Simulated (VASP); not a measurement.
Input of a VASP 6.6.1 run:

INCAR

```
SYSTEM = CoO
PREC = Accurate
ENCUT = 520
EDIFF = 1E-6
ISMEAR = 0
SIGMA = 0.05
LREAL = .False.
LASPH = .True.
NELM = 150
ALGO = Normal
ISIF = 2
LWAVE = .False.
LCHARG = .True.
ISPIN = 2
MAGMOM = 3 -3 0 0
LORBIT = 11
LMAXMIX = 4
LDAU = .True.
LDAUTYPE = 2
LDAUL = 2 -1
LDAUU = 1 0
LDAUJ = 0 0
LDAUPRINT = 1
GGA = PE
LELF = .True.
LVHAR = .True.
NBANDS = 27
```

KPOINTS

```
Automatic mesh
0
Gamma
  16 16 8
  0 0 0
```

Contents of POSCAR:

```
CoO
1.0
    2.6161540276      0.0000000000      0.0000000000
    0.0000000000      2.6161540276      0.0000000000
    0.0000000000      0.0000000000      5.2323080552
Co O
2 2
Direct
    0.0000000000      0.0000000000      0.0000000000
    0.0000000000      0.0000000000      0.5000000000
    0.5000000000      0.5000000000      0.2500000000
    0.5000000000      0.5000000000      0.7500000000
```

Potentials or basis: VASP PAW PBE potentials, release 64 (Co, O).

Launch:

```bash
$ cat potpaw_PBE.64/Co/POTCAR potpaw_PBE.64/O/POTCAR > POTCAR
$ mpirun -np 1 vasp_std > vasp.out
```

Question: What does it give for the site moments?

Answer: Co +2.44, -2.44; O +0.00 μB.

Question: Estimate the pressure.

Answer: 0.6 GPa.

Stress tensor (GPa, compression positive):
```
-0.11  0.00  0.00
 0.00 -0.11  0.00
 0.00  0.00  2.00
```

 The state reached can hang on the start; a lower one may exist.
